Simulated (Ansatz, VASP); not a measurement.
# Ta in VASP and in Ansatz

File INCAR:

```
  PREC = Accurate
  ENCUT = 520
  EDIFF = 1E-7
  ISMEAR = 0
  SIGMA = 0.1
  LREAL = F
  LASPH = T
  NELM = 100
  ALGO = Fast
  ISIF = 2
  LWAVE = F
  LCHARG = F
  LDIPOL = T
  IDIPOL = 3
  DIPOL = 0.5 0.5 0.500
  GGA = PS
  NBANDS = 90
```

File KPOINTS:

```
regular mesh
0
Gamma
  11 5 1
```

POSCAR

```
Ta
1.0
    3.2804826230      0.0000000000      0.0000000000
    0.0000000000      7.3353821440      0.0000000000
    0.0000000000      0.0000000000     24.5359967872
Ta
14
Direct
    0.5000000000      0.7000000000      0.3056733364
    0.0000000000      0.4000000000      0.3355697462
    0.5000000000      0.1000000000      0.3654661560
    0.0000000000      0.8000000000      0.3953625658
    0.5000000000      0.5000000000      0.4252589755
    0.0000000000      0.2000000000      0.4551553853
    0.5000000000      0.9000000000      0.4850517951
    0.0000000000      0.6000000000      0.5149482049
    0.5000000000      0.3000000000      0.5448446147
    0.0000000000      0.0000000000      0.5747410245
    0.5000000000      0.7000000000      0.6046374342
    0.0000000000      0.4000000000      0.6345338440
    0.5000000000      0.1000000000      0.6644302538
    0.0000000000      0.8000000000      0.6943266636
```

Input for Ansatz:

```yaml
crystal:
  lattice:
    - [3.280482623, 0.0, 0.0]
    - [0.0, 7.335382144, 0.0]
    - [0.0, 0.0, 24.5359967872]
  atoms:
    - { symbol: Ta, position: [0.5, 0.7, 0.3056733364] }
    - { symbol: Ta, position: [0.0, 0.4, 0.3355697462] }
    - { symbol: Ta, position: [0.5, 0.1, 0.365466156] }
    - { symbol: Ta, position: [0.0, 0.8, 0.3953625658] }
    - { symbol: Ta, position: [0.5, 0.5, 0.4252589755] }
    - { symbol: Ta, position: [0.0, 0.2, 0.4551553853] }
    - { symbol: Ta, position: [0.5, 0.9, 0.4850517951] }
    - { symbol: Ta, position: [0.0, 0.6, 0.5149482049] }
    - { symbol: Ta, position: [0.5, 0.3, 0.5448446147] }
    - { symbol: Ta, position: [0.0, 0.0, 0.5747410245] }
    - { symbol: Ta, position: [0.5, 0.7, 0.6046374342] }
    - { symbol: Ta, position: [0.0, 0.4, 0.634533844] }
    - { symbol: Ta, position: [0.5, 0.1, 0.6644302538] }
    - { symbol: Ta, position: [0.0, 0.8, 0.6943266636] }
basis:
  ecutwfc: 420
kpoints:
  mp_grid: { grid: [11, 5, 1] }
hamiltonian:
  xc: pbesol
scf:
  occupations: { method: gaussian, width: 0.1 }
output:
  forces: true
  eigenvalues: true
efield:
  axis: 3
  dipole_correction: true
  ramp_width: 0.04
```

Alike in both runs: task single point; functional PBEsol; k mesh 11 × 5 × 1; occupations gaussian, width 0.1 eV; no spin polarisation.

```csv
,VASP,Ansatz
version,VASP 6.6.1,Ansatz 0.2.0
potentials or method,"VASP PAW PBE potentials, release 64 (Ta_pv), cutoff 520 eV","scalar-relativistic, plane waves, PAW"
valence electrons in the cell,154,182
```

|  | VASP | Ansatz | Ansatz less VASP |
| --- | --- | --- | --- |
| gap on the k mesh at the Fermi level (eV) | none | none | - |
| rms of the force components (eV/Å) | 0.558 | 0.558 | -0.0007 |

VASP's potentials were made for PBE, not for PBEsol. Atom by atom the forces differ by 0.003 eV/Å (rms over components). A gap of «none» marks a metal or a gap that the smearing closes. With one functional, cell and mesh, what is left measures potentials, basis and numerics. VASP's potentials hold 154 valence electrons a cell and Ansatz's 182, so a difference there can come from the potentials and not from the codes.

Spin-orbit coupling is off throughout.
